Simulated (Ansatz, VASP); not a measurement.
## One calculation of ZnS, two programs

```xyz
4
Lattice="3.7382 0.0000 0.0000 -1.8691 3.2374 0.0000 0.0000 0.0000 6.1430" Properties=species:S:1:pos:R:3 pbc="T T T"
Zn    0.0000    2.1583    0.0343
Zn    1.8691    1.0791    3.1058
S     0.0000    2.1583    2.3307
S     1.8691    1.0791    5.4022
```

Alike in both runs: functional LDA; k mesh 10 × 10 × 6; occupations fermi-dirac, width 0.05 eV; no spin polarisation.

Ansatz relaxed the structure, and its values are those at the end. VASP's run is a single point on that final structure, the one shown.

|  | VASP | Ansatz |
| --- | --- | --- |
| version | VASP 6.6.1 | Ansatz 0.2.0 |
| potentials or method | VASP PAW LDA potentials, release 64 (Zn, S) | PAW with Ansatz's default frozen-core files, scalar-relativistic |
| plane-wave cutoff (eV) | 520 | 420 |
| valence electrons in the cell | 36 | 36 |

Ansatz gave:

| Item | Value |
| --- | --- |
| pressure (GPa) | 0.0 |

Task: Estimate VASP's values.

Result: Pressure (GPa): 0.2.

LDA's correlation is that of Perdew and Zunger in VASP and of Perdew and Wang (1992) in Ansatz.
